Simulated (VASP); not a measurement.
A run of VASP 6.6.1:

INCAR

```
PREC = Accurate ; ENCUT = 520
EDIFF = 1E-7 ; ISMEAR = 0
SIGMA = 0.2 ; LREAL = False
LASPH = True ; NELM = 100
ALGO = Normal ; ISIF = 2
LWAVE = False ; LCHARG = True
GGA = PE ; LELF = True
LVHAR = True ; NBANDS = 20
```

The input KPOINTS:

```
Automatic mesh
0
Gamma
  6 6 6
```

POSCAR

```
ScW
1.0
    2.7723696260     -2.7768019424      0.0000000000
    2.7723696260      2.7768019424      0.0000000000
    0.0000000000      0.0000000000      2.6481827597
Sc W
1 1
Direct
    0.0000000000      0.0000000000      0.5000000000
    0.5000000000      0.5000000000      0.5000000000
```

Potentials or basis: VASP PAW PBE potentials, release 64 (Sc_sv, W_sv).

Command:

```console
$ cat potpaw_PBE.64/Sc_sv/POTCAR potpaw_PBE.64/W_sv/POTCAR > POTCAR
$ mpirun -np 1 vasp_std > vasp.out
```

Hardware: 1 thread of AMD EPYC 7R13 Processor (Zen 3), with other jobs on the host.

Q: Estimate the wall time of this run.

A: Run time: 32 s on 1 thread of AMD EPYC 7R13 Processor (Zen 3), with other jobs on the host, peak memory 0.15 GiB. Counts: scf iterations 15, k points 52.
